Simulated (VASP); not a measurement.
Input of a VASP 6.6.1 run:

The input INCAR:

```
SYSTEM = Cs
ALGO     = Normal         ! electronic algorithm
EDIFF    = 1E-6           ! SCF threshold, eV
ENCUT    = 500            ! plane-wave cutoff, eV
GGA      = PE             ! functional
GGA_COMPAT= .False.      
ISIF     = 2              ! what is computed and relaxed
ISMEAR   = -1             ! smearing method
LASPH    = .True.         ! aspherical terms in the spheres
LCHARG   = .False.        ! write CHGCAR
LREAL    = .False.        ! projectors in reciprocal space
LWAVE    = .False.        ! write WAVECAR
NBANDS   = 10             ! bands
NELM     = 120            ! most SCF steps
PREC     = Accurate       ! precision mode
SIGMA    = 0.1            ! smearing width, eV
```

KPOINTS

```
k-points
0
Gamma
  3 3 3
  0 0 0
```

POSCAR

```
Cs
1.0
   -3.0335000000      3.0335000000      3.0335000000
    3.0335000000     -3.0335000000      3.0335000000
    3.0335000000      3.0335000000     -3.0335000000
Cs
1
Direct
    0.0000000000      0.0000000000      0.0000000000
```

Potentials or basis: VASP PAW PBE potentials, release 64 (Cs_sv).

Command:

```sh
$ cat potpaw_PBE.64/Cs_sv/POTCAR > POTCAR
$ mpirun -np 1 vasp_std > vasp.out
```

Question: Predict the pressure.

Answer: 0.0 GPa.

Caveat: the k points lie up to 0.49 Å⁻¹ apart.
